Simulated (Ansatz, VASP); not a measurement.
# One calculation of BeTe, two programs

```
Be Te
1.0
     1.88500    1.08831    3.11322
    -1.88500    1.08831    3.11322
     0.00000   -2.17661    3.11322
Be Te
1 1
Direct
  0.50000 0.50000 0.50000
  0.00000 0.00000 0.00000
```

Alike in both runs: functional PBE; k mesh 6 × 6 × 6; occupations gaussian, width 0.2 eV; no spin polarisation.

Ansatz relaxed the structure, and its values are those at the end. VASP's run is a single point on that final structure, the one shown.

```csv
,VASP,Ansatz
version,VASP 6.6.1,Ansatz 0.2.0
potentials or method,"VASP PAW PBE potentials, release 64 (Be, Te), cutoff 600 eV","scalar-relativistic, plane waves, PAW"
valence electrons in the cell,8,18
```

|  | VASP | Ansatz | Ansatz less VASP |
| --- | --- | --- | --- |
| gap on the k mesh at the Fermi level (eV) | none | none | - |
| pressure (GPa) | 0.3 | 0.3 | -0.07 |

A gap of «none» marks a metal or a gap that the smearing closes. VASP's potentials hold 8 valence electrons a cell and Ansatz's 18, so a difference there can come from the potentials and not from the codes.

Neither program's run includes spin-orbit coupling.
